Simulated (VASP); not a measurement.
Set up this calculation in VASP 6.6.1, as the native input.

```
Task                   : single point
Functional             : PBE
Potentials or basis    : VASP PAW PBE potentials, release 64 (Y_sv, C)
Cutoff                 : 520 eV
k mesh                 : 4 × 4 × 4
Occupations            : gaussian, width 0.1 eV
Spin                   : no spin polarisation
Dipole correction      : no
Further INCAR settings : ALGO = Normal; EDIFF = 1e-07; NBANDS = 37
```

The structure of Y4C3 lies in POSCAR:

```
Y4C3
1.0
    4.3979548900      0.0000000000      0.0000000000
    0.0000000000      4.3979548900      0.0000000000
    0.0000000000      0.0000000000      4.3979548900
Y C
4 3
Direct
    0.5000000000      0.0000000000      0.0000000000
    0.0000000000      0.5000000000      0.0000000000
    0.0000000000      0.0000000000      0.5000000000
    0.5000000000      0.5000000000      0.5000000000
    0.0000000000      0.5000000000      0.5000000000
    0.5000000000      0.0000000000      0.5000000000
    0.5000000000      0.5000000000      0.0000000000
```

The cell was built from a structure type or drawn by symmetry, and may not be a known phase.

The input as run:

INCAR

```
SYSTEM = Y4C3
  PREC = Accurate
  ENCUT = 520
  EDIFF = 1E-7
  ISMEAR = 0
  SIGMA = 0.1
  LREAL = .FALSE.
  LASPH = .TRUE.
  NELM = 100
  ALGO = Normal
  ISIF = 2
  LWAVE = .FALSE.
  LCHARG = .FALSE.
  GGA = PE
  NBANDS = 37
```

KPOINTS

```
Automatic mesh
0
G
  4 4 4
  0 0 0
```

Potentials or basis: VASP PAW PBE potentials, release 64 (Y_sv, C).

Run with:

```bash
$ cat potpaw_PBE.64/Y_sv/POTCAR potpaw_PBE.64/C/POTCAR > POTCAR
$ mpirun -np 1 vasp_std > vasp.out
```

It gave:

```yaml
Pressure: 93.3 GPa
Band_gap_on_the_k_mesh: zero (bands 28 and 29 overlap by 2.22 eV)
```

Caveat: the cell stands under pressure.

It took 66 s on 1 thread of Intel(R) Xeon(R) 6975P-C (Granite Rapids), with other jobs on the host, peak memory 0.22 GiB.
